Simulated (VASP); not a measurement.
Wanted: the native input for a VASP 6.6.1 run.

- Task: single point
- Functional: LDA
- Potentials or basis: VASP PAW LDA potentials, release 64 (C)
- Cutoff: 520 eV
- k mesh: 14 × 14 × 5
- Occupations: fermi-dirac, width 0.05 eV
- Spin: no spin polarisation
- Dipole correction: no
- Further INCAR settings: ALGO = Normal; EDIFF = 1e-06; NBANDS = 16

The structure of C lies in POSCAR:

```
C
1.0
    2.4771703099      0.0000000000      0.0000000000
   -1.2385851550      2.1452924179      0.0000000000
    0.0000000000      0.0000000000      6.6967491547
C
4
Direct
    0.0000000000      0.0000000000      0.2500000000
    1.0000000000      1.0000000000      0.7500000000
    0.3333333333      0.6666666667      0.2500000000
    0.6666666667      0.3333333333      0.7500000000
```

This cell differs from its parent crystal: volume scaled by 1.04.

The input as run:

INCAR

```
SYSTEM = C
PREC = Accurate ; ENCUT = 520
EDIFF = 1E-6 ; ISMEAR = -1
SIGMA = 0.05 ; LREAL = .False.
LASPH = .True. ; NELM = 100
ALGO = Normal ; ISIF = 2
LWAVE = .False. ; LCHARG = .False.
GGA = CA ; NBANDS = 16
```

KPOINTS

```
regular mesh
0
Gamma
  14 14 5
  0 0 0
```

Potentials or basis: VASP PAW LDA potentials, release 64 (C).

Launch:

```console
$ cat potpaw_LDA.64/C/POTCAR > POTCAR
$ mpirun -np 1 vasp_std > vasp.out
```

It gave:

- Pressure: -10.0 GPa
- Band gap on the k mesh: 0.92 eV, direct

Run time: 20 s on 1 thread of AMD EPYC 7R13 Processor (Zen 3), with other jobs on the host, peak memory 0.11 GiB.
